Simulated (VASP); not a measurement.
# Al (Fm-3m) in VASP: settings compared

Aim: see how the results for Al move with the level of theory and the settings. Levels: PBE0, HSE06. Tasks: single point.

Program: VASP 6.6.1. These are calculated values, not measurements. Logs are shortened: lines on timing, memory, paths and dates and some standing lists are left out, and cuts for length are marked.

## 1. The cell of the first run

Symmetry: Fm-3m, No. 225, cubic system. Conventional cell: a = 3.995 Å, b = 3.995 Å, c = 3.995 Å, α = 90.00°, β = 90.00°, γ = 90.00°. Al (site symmetry m-3m) has 12 Al at 2.82 Å within 3.7 Å.

## 2. Single point, PBE0

File POSCAR:

```
Al
1.0
    0.0000000000      1.9974394157      1.9974394157
    1.9974394157      0.0000000000      1.9974394157
    1.9974394157      1.9974394157      0.0000000000
Al
1
Direct
    0.0000000000      0.0000000000      0.0000000000
```

File INCAR.step1:

```
SYSTEM = Al
PREC = Accurate ; ENCUT = 520
EDIFF = 1E-5 ; ISMEAR = -1
SIGMA = 0.05 ; LREAL = .FALSE.
LASPH = .TRUE. ; NELM = 80
ALGO = Normal ; ISIF = 2
LWAVE = .TRUE. ; LCHARG = .FALSE.
NBANDS = 8 ; GGA = PE
```

File INCAR.step2:

```
SYSTEM = Al
PREC = Accurate ; ENCUT = 520
EDIFF = 1E-6 ; ISMEAR = -1
SIGMA = 0.05 ; LREAL = .FALSE.
LASPH = .TRUE. ; NELM = 80
ALGO = Normal ; ISIF = 2
LWAVE = .FALSE. ; LCHARG = .FALSE.
GGA = PE ; LHFCALC = .TRUE.
AEXX = 0.25 ; PRECFOCK = Normal
NBANDS = 8 ; ISTART = 1
```

File KPOINTS:

```
Automatic mesh
0
G
  6 6 6
  0 0 0
```

Potentials or basis: VASP PAW PBE potentials, release 64 (Al).

Command:

```sh
> cat potpaw_PBE.64/Al/POTCAR > POTCAR
> cp INCAR.step1 INCAR
> mpirun -np 1 vasp_std > vasp.out
> cp INCAR.step2 INCAR
> mpirun -np 1 vasp_std > vasp.out
```

OUTCAR:

```text
SYSTEM = Al
   PREC = Accurate
   ENCUT = 520
   EDIFF = 1E-6
   ISMEAR = -1
   LREAL = .FALSE.
   LASPH = .TRUE.
   NELM = 80
   ISIF = 2
   GGA = PE
   LHFCALC = .TRUE.
   AEXX = 0.25
   PRECFOCK = Normal
   ISTART = 1

 ion  position               nearest neighbor table
   1  0.000  0.000  0.000-

  LATTYP: Found a face centered cubic cell.
 ALAT       =     3.9948788314

  Lattice vectors:

 A1 = (   0.0000000000,   1.9974394157,   1.9974394157)
 A2 = (   1.9974394157,   0.0000000000,   1.9974394157)
 A3 = (   1.9974394157,   1.9974394157,   0.0000000000)

Analysis of symmetry for initial positions (statically):
=====================================================================
 Subroutine PRICEL returns:
 Original cell was already a primitive cell.

 Routine SETGRP: Setting up the symmetry group for a
 face centered cubic supercell.

 Subroutine GETGRP returns: Found 48 space group operations
 (whereof 48 operations were pure point group operations)
 out of a pool of 48 trial point group operations.

The static configuration has the point symmetry O_h .

Analysis of symmetry for dynamics (positions and initial velocities):
=====================================================================
 Subroutine PRICEL returns:
 Original cell was already a primitive cell.

 Routine SETGRP: Setting up the symmetry group for a
 face centered cubic supercell.

 Subroutine GETGRP returns: Found 48 space group operations
 (whereof 48 operations were pure point group operations)
 out of a pool of 48 trial point group operations.

The dynamic configuration has the point symmetry O_h .

 Subroutine INISYM returns: Found 48 space group operations
 (whereof 48 operations are pure point group operations),
 and found     1 'primitive' translations

----------------------------------------------------------------------------------------

                                     Primitive cell

  volume of cell :      15.9386

  direct lattice vectors                    reciprocal lattice vectors
     0.000000000  1.997439416  1.997439416    -0.250320483  0.250320483  0.250320483
     1.997439416  0.000000000  1.997439416     0.250320483 -0.250320483  0.250320483
     1.997439416  1.997439416  0.000000000     0.250320483  0.250320483 -0.250320483

  length of vectors
     2.824805912  2.824805912  2.824805912     0.433567795  0.433567795  0.433567795

  position of ions in fractional coordinates (direct lattice)
     0.000000000  0.000000000  0.000000000

  ion indices of the primitive-cell ions
   primitive index   ion index
                 1           1

----------------------------------------------------------------------------------------

 KPOINTS: Automatic mesh

Automatic generation of k-mesh.
 Grid dimensions read from file:
 generate k-points for:    6    6    6

 Generating k-lattice:

  Cartesian coordinates                     Fractional coordinates (reciprocal lattice)
    -0.041720081  0.041720081  0.041720081     0.166666667  0.000000000  0.000000000
     0.041720081 -0.041720081  0.041720081     0.000000000  0.166666667  0.000000000
     0.041720081  0.041720081 -0.041720081     0.000000000  0.000000000  0.166666667

  Length of vectors
     0.072261299  0.072261299  0.072261299

  Shift w.r.t. Gamma in fractional coordinates (k-lattice)
     0.000000000  0.000000000  0.000000000

 Subroutine IBZKPT returns following result:
 ===========================================

 Found     16 irreducible k-points:

 Following reciprocal coordinates:
            Coordinates               Weight
  0.000000  0.000000  0.000000      1.000000
  0.166667  0.000000  0.000000      8.000000
  0.333333  0.000000  0.000000      8.000000
  0.500000  0.000000  0.000000      4.000000
  0.166667  0.166667  0.000000      6.000000
  0.333333  0.166667  0.000000     24.000000
  0.500000  0.166667  0.000000     24.000000
 -0.333333  0.166667  0.000000     24.000000
 -0.166667  0.166667  0.000000     12.000000
  0.333333  0.333333  0.000000      6.000000
  0.500000  0.333333  0.000000     24.000000
 -0.333333  0.333333  0.000000     12.000000
  0.500000  0.500000  0.000000      3.000000
  0.500000  0.333333  0.166667     24.000000
 -0.333333  0.333333  0.166667     24.000000
 -0.333333  0.500000  0.166667     12.000000
   k-points           NKPTS =     16   k-points in BZ     NKDIM =    216   number of bands    NBANDS=      8
   number of dos      NEDOS =    301   number of ions     NIONS =      1
   total plane-waves  NPLWV =  13824
   dimension x,y,z NGX =    24 NGY =   24 NGZ =   24
   dimension x,y,z NGXF=    48 NGYF=   48 NGZF=   48
   ions per type =               1
   NGX,Y,Z   is equivalent  to a cutoff of  14.12, 14.12, 14.12 a.u.
   NGXF,Y,Z  is equivalent  to a cutoff of  28.25, 28.25, 28.25 a.u.
 SYSTEM =  Al
   PREC   = accura    normal or accurate (medium, high low for compatibility)
   ISTART =      1    job   : 0-new  1-cont  2-samecut
   ICHARG =      0    charge: 1-file 2-atom 10-const
   ISPIN  =      1    spin polarized calculation?
   LNONCOLLINEAR =      F non collinear calculations
   LSORBIT =      F    spin-orbit coupling
   LASPH  =      T    aspherical Exc in radial PAW
   ENCUT  =  520.0 eV  38.22 Ry    6.18 a.u.   5.25  5.25  5.25*2*pi/ulx,y,z
   NELM   =     80;   NELMIN=  2; NELMDL=  0     # of ELM steps
   EDIFF  = 0.1E-05   stopping-criterion for ELM
   LREAL  =      F    real-space projection
   EDIFFG = 0.1E-04   stopping-criterion for IOM
   NSW    =      0    number of steps for IOM
   IBRION =     -1    ionic relax: 0-MD 1-quasi-New 2-CG
   NFREE  =      0    steps in history (QN), initial steepest desc. (CG)
   ISIF   =      2    stress and relaxation
   ISYM   =      3    0-nonsym 1-usesym 2-fastsym
   POTIM  = 0.5000    time-step for ionic-motion
   TEBEG  =    0.0;   TEEND  =   0.0 temperature during run
   PSTRESS=    0.0 pullay stress
   NELECT =       3.0000    total number of electrons
   NUPDOWN=      -1.0000    fix difference up-down
   EMIN   =  10.00;   EMAX   =-10.00  energy-range for DOS
   EFERMI =   0.00;   METHOD = LEGACY
   ISMEAR =    -1;   SIGMA  =   0.05  broadening in eV -4-tet -1-fermi 0-gaus
   EFERMI_NEDOS =   21; number of points for ismear=-14 and -15
   IALGO  =     38    algorithm
   IMIX   =      1    mixing-type and parameters
     AMIX     =   0.40;   BMIX     =  1.00
     AMIX_MAG =   1.60;   BMIX_MAG =  1.00
  volume/ion in A,a.u.               =      15.94       107.56
  Fermi-wavevector in a.u.,A,eV,Ry     =   0.938206  1.772953 11.976268  0.880231
  Thomas-Fermi vector in A             =   2.065395
   LORBIT       =      0    0 simple, 1 ext, 2 COOP (PROOUT), +10 PAW based schemes
   GGA     = PE    functional components
   LHFCALC =     T    Hartree Fock is set to
   PRECFOCK=normal    Normal, Fast or Accurate (Low or Medium for compatibility)
   ENCUT4O =  -1.0   cutoff for four orbital integrals eV
   NKREDX  =     1    reduce k-point grid by
   NKREDY  =     1    reduce k-point grid by
   NKREDZ  =     1    reduce k-point grid by
   AEXX    =    0.2500 exact exchange contribution
   HFSCREEN=    0.0000 screening length (either q_TF or 0.3 A-1)
   HFSCREENC=   0.0000 screening length for correlation (either q_TF or 0.3 A-1)
   ENCUTFOCK=  -1.0 apply spherical cutoff to Coloumb kernel
   IVDW    =     0    specifies the selected vdW correction
   LEPSILON=     F    determine dielectric tensor
   LRPA    =     F    only Hartree local field effects (RPA)
 non-spin polarized calculation
  energy-cutoff  :      520.00
  volume of cell :       15.94
 maximum number of plane-waves:       444
 NGX is ok and might be reduce to    24
  NGX = 16; NGY = 16; NGZ = 16

 number of electron       3.0000000 magnetization

 Free energy of the ion-electron system (eV)
  ---------------------------------------------------
  ext. energy  EPLUGINS =         0.00000000
  ---------------------------------------------------
  free energy    TOTEN  =        -4.49217593 eV

  energy without entropy =       -4.48831100  energy(sigma->0) =       -4.49024346

 E-fermi :   8.9592     XC(G=0):  -8.1197

 val. band max:        7.3558251017   @ k =  -0.3333   0.5000   0.1667
 cond. band min:       8.9765998382   @ k =  -0.3333   0.3333   0.0000
 fundamental gap:      1.6207747365
 Fermi energy:         8.9592277351

 k-point     1 :       0.0000    0.0000    0.0000
  band No.  band energies     occupation
      1      -5.0618      2.00000
      2      22.6679      0.00000
      3      22.6679      0.00000
      4      22.6679      0.00000
      5      24.4560      0.00000
      6      24.4560      0.00000
      7      24.4560      0.00000
      8      26.4490      0.00000

 k-point     2 :       0.1667    0.0000    0.0000
  band No.  band energies     occupation
      1      -4.1984      2.00000
      2      16.2523      0.00000
      3      21.3815      0.00000
      4      21.3815      0.00000
      5      24.7388      0.00000
      6      26.4758      0.00000
      7      26.4758      0.00000
      8      27.5506      0.00000

 k-point     3 :       0.3333    0.0000    0.0000
  band No.  band energies     occupation
      1      -1.6195      2.00000
      2       9.2352      0.00798
      3      20.7678      0.00000
      4      20.7678      0.00000
      5      23.5344      0.00000
      6      23.5344      0.00000
      7      24.4086      0.00000
      8      27.5926      0.00000

 k-point     4 :       0.5000    0.0000    0.0000
  band No.  band energies     occupation
      1       2.4925      2.00000
      2       2.8784      2.00000
      3      21.3890      0.00000
      4      21.3890      0.00000
      5      21.5732      0.00000
      6      21.5732      0.00000
      7      25.0040      0.00000
      8      25.6846      0.00000

 k-point     5 :       0.1667    0.1667    0.0000
  band No.  band energies     occupation
      1      -3.9111      2.00000
      2      18.8865      0.00000
      3      18.8865      0.00000
      4      18.8887      0.00000
      5      22.3491      0.00000
      6      22.6506      0.00000
      7      29.6837      0.00000
      8      29.6837      0.00000

 k-point     6 :       0.3333    0.1667    0.0000
  band No.  band energies     occupation
      1      -1.9056      2.00000
      2      12.1659      0.00000
      3      17.7444      0.00000
      4      18.4301      0.00000
      5      19.5188      0.00000
      6      24.7660      0.00000
      7      28.6213      0.00000
      8      30.2595      0.00000

 k-point     7 :       0.5000    0.1667    0.0000
  band No.  band energies     occupation
      1       1.7962      2.00000
      2       5.2837      2.00000
      3      15.7900      0.00000
      4      17.9904      0.00000
      5      19.8694      0.00000
      6      26.2962      0.00000
      7      28.7803      0.00000
      8      30.6608      0.00000

 k-point     8 :      -0.3333    0.1667    0.0000
  band No.  band energies     occupation
      1       0.3813      2.00000
      2       7.2205      2.00000
      3      14.5623      0.00000
      4      19.6280      0.00000
      5      21.6363      0.00000
      6      25.1520      0.00000
      7      27.9122      0.00000
      8      30.6176      0.00000

 k-point     9 :      -0.1667    0.1667    0.0000
  band No.  band energies     occupation
      1      -2.7635      2.00000
      2      13.8119      0.00000
      3      15.4798      0.00000
      4      22.6061      0.00000
      5      24.6617      0.00000
      6      24.7291      0.00000
      7      26.1507      0.00000
      8      27.0206      0.00000

 k-point    10 :       0.3333    0.3333    0.0000
  band No.  band energies     occupation
      1      -0.4805      2.00000
      2      13.7433      0.00000
      3      15.7237      0.00000
      4      16.1146      0.00000
      5      16.1146      0.00000
      6      19.9921      0.00000
      7      33.6271      0.00000
      8      35.2206      0.00000

 k-point    11 :       0.5000    0.3333    0.0000
  band No.  band energies     occupation
      1       2.6305      2.00000
      2       9.8530      0.00000
      3      10.5220      0.00000
      4      15.8858      0.00000
      5      17.4634      0.00000
      6      23.0976      0.00000
      7      32.2039      0.00000
      8      34.7440      0.00000

 k-point    12 :      -0.3333    0.3333    0.0000
  band No.  band energies     occupation
      1       4.1235      2.00000
      2       6.6921      2.00000
      3       8.9766      0.82801
      4      17.0605      0.00000
      5      18.9130      0.00000
      6      29.1654      0.00000
      7      30.7234      0.00000
      8      30.8692      0.00000

 k-point    13 :       0.5000    0.5000    0.0000
  band No.  band energies     occupation
      1       4.5011      2.00000
      2       6.2694      2.00000
      3      14.6457      0.00000
      4      15.1846      0.00000
      5      15.1846      0.00000
      6      19.0218      0.00000
      7      36.2666      0.00000
      8      37.8561      0.00000

 k-point    14 :       0.5000    0.3333    0.1667
  band No.  band energies     occupation
      1       0.6620      2.00000
      2      10.6260      0.00000
      3      12.3941      0.00000
      4      14.9169      0.00000
      5      22.8785      0.00000
      6      24.7571      0.00000
      7      26.7446      0.00000
      8      33.8086      0.00000

 k-point    15 :      -0.3333    0.3333    0.1667
  band No.  band energies     occupation
      1       4.7270      2.00000
      2       5.1659      2.00000
      3      12.0970      0.00000
      4      12.9738      0.00000
      5      24.2226      0.00000
      6      24.6920      0.00000
      7      29.4310      0.00000
      8      30.6390      0.00000

 k-point    16 :      -0.3333    0.5000    0.1667
  band No.  band energies     occupation
      1       5.6015      2.00000
      2       7.3558      2.00000
      3       9.5754      0.00001
      4      11.5763      0.00000
      5      21.9351      0.00000
      6      24.0256      0.00000
      7      30.5224      0.00000
      8      31.7121      0.00000

------------------------ aborting loop because EDIFF is reached ----------------------------------------

  FORCE on cell =-STRESS in cart. coord.  units (eV):
  Direction    XX          YY          ZZ          XY          YZ          ZX
  --------------------------------------------------------------------------------------
  -------------------------------------------------------------------------------------
  Total        0.2339117      0.2339117      0.2339117     -0.0000000      0.0000000      0.0000000
  in kB       23.5131980     23.5131980     23.5131980     -0.0000000      0.0000000      0.0000000
  external PRESSURE =      23.5131980 kB  Pullay stress =       0.0000000 kB

 VOLUME and BASIS-vectors are now :
 -----------------------------------------------------------------------------
  energy-cutoff  :      520.00
  volume of cell :       15.94
      direct lattice vectors                 reciprocal lattice vectors
     0.000000000  1.997439416  1.997439416    -0.250320483  0.250320483  0.250320483
     1.997439416  0.000000000  1.997439416     0.250320483 -0.250320483  0.250320483
     1.997439416  1.997439416  0.000000000     0.250320483  0.250320483 -0.250320483

 POSITION                                       TOTAL-FORCE (eV/Angst)
 -----------------------------------------------------------------------------------
      0.00000      0.00000      0.00000        -0.000000     -0.000000      0.000000
 -----------------------------------------------------------------------------------
    total drift:                                0.000000      0.000000      0.000000

  FREE ENERGIE OF THE ION-ELECTRON SYSTEM (eV)
  ---------------------------------------------------
  free  energy   TOTEN  =        -4.4921759285 eV

  energy  without entropy=       -4.4883110008  energy(sigma->0) =       -4.49024346
```

Wall time 88 s (1 thread of Intel Xeon 8259CL, shared host); peak memory 0.14 GiB.

Results:

```yaml
Free_energy: -4.4922 eV
Pressure: 2.4 GPa
Band_gap_on_the_k_mesh: zero (an odd number of electrons rules out a gap without spin polarisation)
```

Caveat: the k points lie up to 0.45 Å⁻¹ apart, too coarse for converged energies and pressures of a metal; the PAW data sets were made with another functional, which shifts forces and pressure a little.

[end of part 1 of 2]
